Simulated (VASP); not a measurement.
Wanted: the native input for a VASP 6.6.1 run.

- Task: single point
- Functional: PBE
- Dispersion: D3(BJ)
- Potentials or basis: VASP PAW PBE potentials, release 64 (C)
- Cutoff: 520 eV
- k mesh: 18 × 12 × 10
- Occupations: gaussian, width 0.15 eV
- Spin: no spin polarisation
- Dipole correction: no
- Further INCAR settings: ALGO = Normal; EDIFF = 1e-07; NBANDS = 16

The structure of C lies in POSCAR:

```
C
1.0
   -2.4646600698      0.0000000000      0.0000000000
    0.0000000000      0.0000000000     -3.5719696368
    0.0000000000     -4.2689164642      0.0000000000
C
4
Direct
    0.5000000000      0.0000000000      0.1722887022
    0.0000000000      0.0000000000      0.6666666667
    0.0000000000      0.0000000000      0.3277112978
    0.5000000000      0.0000000000      0.8333333333
```

This cell differs from its parent crystal: atoms displaced along a vibrational mode.

The input as run:

INCAR

```
ALGO = Normal ; EDIFF = 1E-7
ENCUT = 520 ; GGA = PE
ISIF = 2 ; ISMEAR = 0
IVDW = 12 ; LASPH = T
LCHARG = F ; LREAL = F
LWAVE = F ; NBANDS = 16
NELM = 100 ; PREC = Accurate
SIGMA = 0.15
```

KPOINTS

```
k-points
0
Gamma
  18 12 10
```

Potentials or basis: VASP PAW PBE potentials, release 64 (C).

Command:

```console
$ cat potpaw_PBE.64/C/POTCAR > POTCAR
$ mpirun -np 1 vasp_std > vasp.out
```

Results of the run:

| Item | Value |
| --- | --- |
| Pressure | 0.8 GPa |
| Largest force | 2.225 eV/Å |
| Band gap on the k mesh | zero (bands 8 and 9 overlap by 0.61 eV) |
| Dispersion energy per atom | -0.145 eV |

Caveat: the cell differs from its parent crystal (atoms displaced along a vibrational mode); forces of over 1 eV/Å act on the atoms, so gaps and moduli don't describe the material at rest.

Run time: 2 min on 1 thread of Intel(R) Xeon(R) Platinum 8488C (Sapphire Rapids), with other jobs on the host, peak memory 0.29 GiB.
